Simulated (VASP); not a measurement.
SiC: electric field gradients with r2SCAN

Crystal: SiC.

```xyz
12
Lattice="1.5389 -2.6675 0.0000 1.5389 2.6675 0.0000 0.0000 0.0000 15.1219" Properties=species:S:1:pos:R:3 pbc="T T T"
Si    1.5389    1.7784   12.9704
Si    1.5389   -1.7784    5.4094
Si    1.5389   -0.0006    7.9315
Si    1.5389    0.0006    0.3706
Si    1.5389   -1.7789   10.4526
Si    1.5389    1.7789    2.8917
C     1.5389   -0.0010    9.8264
C     1.5389    0.0010    2.2655
C     1.5389    1.7786   14.8600
C     1.5389   -1.7786    7.2991
C     1.5389   -1.7787   12.3424
C     1.5389    1.7787    4.7814
```

```json
{"Program": "VASP 6.6.1", "Task": "electric field gradients", "Functional": "r2SCAN", "Potentials or basis": "VASP PAW PBE potentials, release 64 (Si, C)", "Cutoff": "520 eV", "k mesh": "10 × 10 × 2", "Occupations": "fermi-dirac, width 0.02 eV", "Spin": "no spin polarisation", "Dipole correction": "no", "Further INCAR settings": "ALGO = Normal; EDIFF = 1e-08; NBANDS = 36"}
```

```yaml
Pressure: -0.5 GPa
Largest_force: 0.006 eV/Å
Band_gap_on_the_k_mesh: 2.39 eV (least direct gap 3.55 eV)
Largest_electric_field_gradient_by_atom: Si +2.1, -0.3, +2.8 (each value once); C +2.3, +0.6, +0.3 (each value once) V/Å²
```

Forces on the atoms (eV/Å):
```
Si   0.000 -0.001  0.000
Si   0.000  0.001  0.000
Si   0.000  0.000 -0.006
Si   0.000  0.000 -0.006
Si   0.000 -0.001  0.003
Si   0.000  0.001  0.003
C    0.000  0.001  0.006
C    0.000 -0.001  0.006
C    0.000  0.001 -0.005
C    0.000 -0.001 -0.005
C    0.000  0.000  0.002
C    0.000  0.000  0.002
```

Stress tensor (GPa, compression positive):
```
-0.18  0.00  0.00
 0.00 -0.50  0.00
 0.00  0.00 -0.77
```

Levels at points of the mesh, in eV from the valence-band top:
```
           k point  band 20  band 21  band 22  band 23  band 24  band 25  band 26  band 27  band 28  band 29
(0.00, 0.00, 0.00)    -0.32    -0.31    -0.05    -0.01     0.00     5.75     5.93     6.33     6.85     6.89
(0.50, 0.00, 0.00)    -2.35    -1.90    -1.88    -1.72    -1.17     2.39     2.61     3.66     4.33     5.09
(0.50, 0.50, 0.00)    -2.35    -1.89    -1.87    -1.73    -1.16     2.40     2.62     3.68     4.34     5.09
(0.00, 0.00, 0.50)    -0.67    -0.11    -0.11    -0.10    -0.10     5.82     5.82     6.57     6.57     7.27
(0.50, 0.00, 0.50)    -2.47    -1.80    -1.80    -1.38    -1.38     2.45     2.45     3.88     3.88     5.33
(0.50, 0.50, 0.50)    -2.46    -1.80    -1.80    -1.37    -1.37     2.46     2.46     3.89     3.89     5.34
```

Electric field gradients, principal values (V/Å²):
| atom | least | middle | greatest (by size) |
| --- | --- | --- | --- |
| 1 Si | -1.036 | -1.075 | 2.111 |
| 2 Si | -1.036 | -1.075 | 2.111 |
| 3 Si | 0.146 | 0.199 | -0.345 |
| 4 Si | 0.146 | 0.199 | -0.345 |
| 5 Si | -1.402 | -1.438 | 2.840 |
| 6 Si | -1.402 | -1.438 | 2.840 |
| 7 C | -1.063 | -1.201 | 2.264 |
| 8 C | -1.063 | -1.201 | 2.264 |
| 9 C | -0.224 | -0.358 | 0.582 |
| 10 C | -0.224 | -0.358 | 0.582 |
| 11 C | -0.088 | -0.222 | 0.310 |
| 12 C | -0.088 | -0.222 | 0.310 |

Run time: 10 min on 1 thread of Intel(R) Xeon(R) Platinum 8488C (Sapphire Rapids) (shared host), peak memory 0.37 GiB.

Caveat: without QUAD_EFG the Cq values of the log hold for a quadrupole moment of 1 mb, not for the nuclei; the PAW data sets were made with another functional, which shifts forces and pressure a little. A k mesh can miss the band edges.
